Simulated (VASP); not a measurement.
# Sb (I4/mmm) in VASP: a series of runs, part 2 of 2

VASP 6.6.1. Earlier steps stand in the parts before.

## (5) Relaxation of cell and atoms, PBEsol, target pressure 5 GPa, at which the enthalpy is minimised

This run uses another cell than the first one, of 26.96 Å³/atom.

Contents of INCAR:

```
ALGO = Normal
EDIFF = 1E-6
EDIFFG = -0.005
ENCUT = 600
GGA = PS
IBRION = 2
ISIF = 3
ISMEAR = -1
LASPH = T
LCHARG = F
LREAL = F
LWAVE = F
NELM = 100
NSW = 80
PREC = Accurate
PSTRESS = 50.0
SIGMA = 0.05
```

Contents of KPOINTS:

```
k-points
0
Gamma
  12 12 12
```

Contents of POSCAR:

```
Sb
1.0
   -1.5765401831      1.5765401831      2.7119384313
    1.5765401831     -1.5765401831      2.7119384313
    1.5765401831      1.5765401831     -2.7119384313
Sb
1
Direct
    0.0000000000      0.0000000000      0.0000000000
```

Potentials or basis: VASP PAW PBE potentials, release 64 (Sb).

Command:

```console
cat potpaw_PBE.64/Sb/POTCAR > POTCAR
mpirun -np 1 vasp_std > vasp.out
```

OUTCAR:

```text
EDIFF = 1E-6
   EDIFFG = -0.005
   ENCUT = 600
   GGA = PS
   IBRION = 2
   ISIF = 3
   ISMEAR = -1
   LASPH = T
   LREAL = F
   NELM = 100
   NSW = 80
   PREC = Accurate
   PSTRESS = 50.0

 ion  position               nearest neighbor table
   1  0.000  0.000  0.000-

  LATTYP: Found a body centered tetragonal cell.
 ALAT       =     3.1530803662
 C/A-ratio  =     1.7201835135

  Lattice vectors:

 A1 = (  -1.5765401831,   1.5765401831,   2.7119384313)
 A2 = (   1.5765401831,  -1.5765401831,   2.7119384313)
 A3 = (   1.5765401831,   1.5765401831,  -2.7119384313)

Analysis of symmetry for initial positions (statically):
=====================================================================
 Subroutine PRICEL returns:
 Original cell was already a primitive cell.

 Routine SETGRP: Setting up the symmetry group for a
 body centered tetragonal supercell.

 Subroutine GETGRP returns: Found 16 space group operations
 (whereof 16 operations were pure point group operations)
 out of a pool of 16 trial point group operations.

The static configuration has the point symmetry D_4h.

Analysis of symmetry for dynamics (positions and initial velocities):
=====================================================================
[... 164 lines left out ...]
  Total       -0.1772251     -0.1772251     -0.2843548      0.0000000      0.0000000      0.0000000
  in kB      -10.5313957    -10.5313957    -16.8974520      0.0000000      0.0000000      0.0000000
  external PRESSURE =     -62.6534145 kB  Pullay stress =      50.0000000 kB
[... 24 lines left out ...]
--------------------------------------- Ionic step        2  -------------------------------------------

 number of electron       5.0000000 magnetization

 E-fermi :  10.5634     XC(G=0): -11.0086

 val. band max:       10.5444655596   @ k =  -0.1667  -0.2500   0.0833
 cond. band min:      10.5660108527   @ k =   0.4167   0.4167   0.0833
 fundamental gap:      0.0215452931
 Fermi energy:        10.5633937536

 k-point     1 :       0.0000    0.0000    0.0000
  band No.  band energies     occupation
      1      -3.7417      2.00000
      2      16.4816      0.00000
      3      17.1604      0.00000
      4      17.1604      0.00000
      5      20.5661      0.00000
      6      21.1815      0.00000
[... 276 lines left out ...]
  energy  without entropy=       -4.2886069952  energy(sigma->0) =       -4.29133351

  enthalpy is  TOTEN    =        -3.5192801135 eV   P V=        0.7747799013

[... ionic steps 4 to 13 ...]

--------------------------------------- Ionic step       14  -------------------------------------------

 number of electron       5.0000000 magnetization

------------------------ aborting loop because EDIFF is reached ----------------------------------------
[... 69 lines left out ...]
--------------------------------------- Ionic step       16  -------------------------------------------

 number of electron       5.0000000 magnetization

 Free energy of the ion-electron system (eV)
  ---------------------------------------------------
  ext. energy  EPLUGINS =         0.00000000
  ---------------------------------------------------
  free energy    TOTEN  =        -4.29764912 eV

  energy without entropy =       -4.29331011  energy(sigma->0) =       -4.29547962

 E-fermi :   9.5331     XC(G=0): -10.7047

 val. band max:        9.4713301406   @ k =   0.4167   0.4167   0.0833
 cond. band min:       9.5376520873   @ k =  -0.3333   0.5000   0.0833
 fundamental gap:      0.0663219467
 Fermi energy:         9.5331159387

 k-point     1 :       0.0000    0.0000    0.0000
  band No.  band energies     occupation
      1      -4.1121      2.00000
      2      15.2890      0.00000
      3      15.5550      0.00000
      4      15.5550      0.00000
      5      19.3858      0.00000
      6      20.0060      0.00000
[... 239 lines left out ...]
  energy  without entropy=       -4.2933101101  energy(sigma->0) =       -4.29547962

  enthalpy is  TOTEN    =        -3.5266898138 eV   P V=        0.7709593063

 reached required accuracy - stopping structural energy minimisation
```

CONTCAR:

```text
Sb
   1.00000000000000
    -1.5603464174455437    1.5603464174455437    2.5367051210716829
     1.5603464174455437   -1.5603464174455437    2.5367051210716829
     1.5603464174455437    1.5603464174455437   -2.5367051210716829
  Sb
     1
Direct
     0.0000000000000000    0.0000000000000000    0.0000000000000000

  0.00000000E+00  0.00000000E+00  0.00000000E+00
```

It took 4.3 min on 1 thread of Intel Xeon 8259CL, shared host; peak memory 0.19 GiB.

What came out:

| Quantity | Value |
| --- | --- |
| Free energy | -4.2976 eV |
| Relaxed volume | 24.70 Å³/atom |
| Relaxed cell | a = 3.362 Å, b = 3.362 Å, c = 3.362 Å, α = 124.70°, β = 124.70°, γ = 82.04° |
| Space group after relaxing (to 0.1 Å) | I4/mmm (No. 139) |
| Energy change on relaxing (the run minimises the enthalpy) | +17.6 meV/atom |
| Ionic steps | 16 |
| Pressure after relaxing | 5.0 GPa |
| Band gap on the k mesh | zero (an odd number of electrons rules out a gap without spin polarisation) |

Step by step:
```tsv
step	energy change (eV)	largest force (eV/Å)	pressure (GPa)	volume (Å³)
1	0.0000	0.0000	-1.27	26.96
2	0.1158	0.0000	12.75	23.05
3	0.0211	0.0000	4.98	24.83
4	0.0224	0.0000	5.12	24.79
5	0.0209	0.0000	5.14	24.73
6	0.0234	0.0000	5.60	24.53
7	0.0217	0.0000	5.47	24.58
8	0.0114	0.0000	4.23	24.92
9	0.0175	0.0000	4.99	24.70
10	0.0175	0.0000	4.99	24.71
11	0.0143	0.0000	4.60	24.81
12	0.0174	0.0000	4.97	24.71
13	0.0179	0.0000	5.04	24.69
14	0.0178	0.0000	5.03	24.70
15	0.0177	0.0000	5.02	24.70
16	0.0176	0.0000	5.00	24.70
```

Final structure:
```
CELL_PARAMETERS angstrom
-1.56035 1.56035 2.53671
1.56035 -1.56035 2.53671
1.56035 1.56035 -2.53671
ATOMIC_POSITIONS crystal
Sb 0.00000 0.00000 0.00000
```

Caveat: the cell is relaxed towards a set pressure, so the run minimises the enthalpy, not the energy; the PAW data sets were made with another functional, which shifts forces and pressure a little; spin-orbit coupling is left out, which moves the levels of the heavy elements.

## (6) Relaxation of cell and atoms, PBEsol, target pressure 10 GPa, at which the enthalpy is minimised

This run uses another cell than the first one, of 26.96 Å³/atom.

Contents of INCAR:

```
PREC = Accurate ; ENCUT = 600
EDIFF = 1E-6 ; ISMEAR = -1
SIGMA = 0.05 ; LREAL = F
LASPH = T ; NELM = 100
ALGO = Normal ; ISIF = 3
LWAVE = F ; LCHARG = F
GGA = PS ; IBRION = 2
NSW = 80 ; EDIFFG = -0.005
PSTRESS = 100.0
```

Contents of KPOINTS:

```
regular mesh
0
Gamma
  12 12 12
```

POSCAR is that of step 5.

Potentials or basis: VASP PAW PBE potentials, release 64 (Sb).

Command:

```console
cat potpaw_PBE.64/Sb/POTCAR > POTCAR
mpirun -np 1 vasp_std > vasp.out
```

It took 3.8 min on 1 thread of Intel Xeon 8259CL, shared host; peak memory 0.19 GiB.

It converged, with:

```yaml
Free_energy: -4.2417 eV
Relaxed_volume: 23.49 Å³/atom
Relaxed_cell: a = 3.301 Å, b = 3.301 Å, c = 3.301 Å, α = 124.46°, β = 124.46°, γ = 82.43°
Space_group_after_relaxing_to_0.1_Å: I4/mmm (No. 139)
Energy_change_on_relaxing_the_run_minimises_the_enthalpy: +73.5 meV/atom
Ionic_steps: 11
Pressure_after_relaxing: 10.0 GPa
Band_gap_on_the_k_mesh: zero (an odd number of electrons rules out a gap without spin polarisation)
```

Step by step:
| step | energy change (eV) | largest force (eV/Å) | pressure (GPa) | volume (Å³) |
| --- | --- | --- | --- | --- |
| 1 | 0.0000 | 0.0000 | -1.27 | 26.96 |
| 2 | 0.5050 | 0.0000 | 33.68 | 20.22 |
| 3 | 0.0719 | 0.0000 | 9.62 | 23.70 |
| 4 | 0.0765 | 0.0000 | 9.97 | 23.62 |
| 5 | 0.0805 | 0.0000 | 10.27 | 23.56 |
| 6 | 0.0787 | 0.0000 | 10.31 | 23.47 |
| 7 | 0.0801 | 0.0000 | 10.50 | 23.41 |
| 8 | 0.0893 | 0.0000 | 11.04 | 23.26 |
| 9 | 0.0844 | 0.0000 | 10.81 | 23.33 |
| 10 | 0.0566 | 0.0000 | 8.68 | 23.78 |
| 11 | 0.0735 | 0.0000 | 10.00 | 23.49 |

Final structure:
```
Sb
1.0
    -1.53793    1.53793    2.48314
     1.53793   -1.53793    2.48314
     1.53793    1.53793   -2.48314
Sb
1
Direct
  0.00000 0.00000 0.00000
```

Levels at points of the mesh, in eV from the Fermi level:
```csv
k point,band 1,band 2,band 3,band 4,band 5,band 6
"(0.00, 0.00, 0.00)",-14.08,6.24,6.42,6.42,10.06,10.44
"(0.50, 0.00, 0.00)",-9.47,-6.72,2.86,5.69,7.31,10.14
"(0.50, 0.50, 0.00)",-6.72,-5.27,-0.65,0.48,3.71,4.31
"(0.50, 0.50, 0.50)",-8.89,-6.36,1.73,1.73,5.56,5.81
```

Caveat: the cell is relaxed towards a set pressure, so the run minimises the enthalpy, not the energy; the PAW data sets were made with another functional, which shifts forces and pressure a little; spin-orbit coupling is left out, which moves the levels of the heavy elements.

## (7) Summary

```tsv
task	cell	cutoff (eV)	gap on the mesh (eV)	pressure (GPa)
single point	a = 3.361 Å, angles 124.7, 124.7, 82.1°, 1 atom	520	none	5.0
single point	a = 3.440 Å, angles 124.9, 124.9, 81.6°, 1 atom	520	none	0.0
relaxation of cell and atoms	relaxed from a = 3.511 Å, angles 126.6, 126.6, 78.8°, 1 atom	600	none	0.0
relaxation of cell and atoms	relaxed to 5 GPa from a = 3.511 Å, angles 126.6, 126.6, 78.8°, 1 atom	600	none	5.0
relaxation of cell and atoms	relaxed to 10 GPa from a = 3.511 Å, angles 126.6, 126.6, 78.8°, 1 atom	600	none	10.0
```

Alike in all rows: level PBEsol; potentials or basis VASP PAW PBE potentials, release 64 (Sb); no spin polarisation; k mesh 12 × 12 × 12; smearing fermi-dirac 0.05 eV.

Caveats: the PAW data sets were made with another functional, which shifts forces and pressure a little; spin-orbit coupling is left out, which moves the levels of the heavy elements; the cell is relaxed towards a set pressure, so the run minimises the enthalpy, not the energy (at least some runs); the cell stands under pressure (at least some runs).

Total energies depend on the potentials used, so only differences within one code and one set of settings carry meaning.

The gap in the log of VASP goes by the Fermi energy; the results here count the filled bands.